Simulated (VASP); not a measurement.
Wanted: the native input for a VASP 6.6.1 run.

* Task: single point
* Functional: LDA
* Potentials or basis: VASP PAW LDA potentials, release 64 (Na_pv, Si, O)
* Cutoff: 600 eV
* k mesh: 4 × 4 × 4
* Occupations: fermi-dirac, width 0.1 eV
* Spin: no spin polarisation
* Dipole correction: no
* Further INCAR settings: ALGO = Normal; EDIFF = 1e-06; NBANDS = 22

The structure of NaSiO3 lies in POSCAR:

```
NaSiO3
1.0
    3.5612510000      0.0000000000      0.0000000000
    0.0000000000      3.5612510000      0.0000000000
    0.0000000000      0.0000000000      3.5612510000
Na Si O
1 1 3
Direct
    0.0000000000      0.0000000000      0.0000000000
    0.5000000000      0.5000000000      0.5000000000
    0.5000000000      0.5000000000      0.0000000000
    0.5000000000      0.0000000000      0.5000000000
    0.0000000000      0.5000000000      0.5000000000
```

These files were run (other wordings do the same):

INCAR

```
PREC     = Accurate       # precision mode
ENCUT    = 600            # plane-wave cutoff, eV
EDIFF    = 1E-6           # SCF threshold, eV
ISMEAR   = -1             # smearing method
SIGMA    = 0.1            # smearing width, eV
LREAL    = False          # projectors in reciprocal space
LASPH    = True           # aspherical terms in the spheres
NELM     = 120            # most SCF steps
ALGO     = Normal         # electronic algorithm
ISIF     = 2              # what is computed and relaxed
LWAVE    = False          # write WAVECAR
LCHARG   = False          # write CHGCAR
NBANDS   = 22             # bands
GGA_COMPAT= False
```

KPOINTS

```
regular mesh
0
Gamma
  4 4 4
```

Potentials or basis: VASP PAW LDA potentials, release 64 (Na_pv, Si, O).

Command:

```sh
$ cat potpaw_LDA.64/Na_pv/POTCAR potpaw_LDA.64/Si/POTCAR potpaw_LDA.64/O/POTCAR > POTCAR
$ mpirun -np 1 vasp_std > vasp.out
```

Results of the run:

| Item | Value |
| --- | --- |
| Pressure | -10.7 GPa |
| Band gap on the k mesh | zero (an odd number of electrons rules out a gap without spin polarisation) |

Caveat: the k points lie up to 0.44 Å⁻¹ apart, too coarse for converged energies and pressures of a metal; an odd number of electrons without spin polarisation forces a metal; a magnetic or distorted state may lie lower.

It took 7.7 s on 1 thread of Intel(R) Xeon(R) Platinum 8259CL CPU @ 2.50GHz (Skylake/Cascade Lake), on a shared host, peak memory 0.14 GiB.
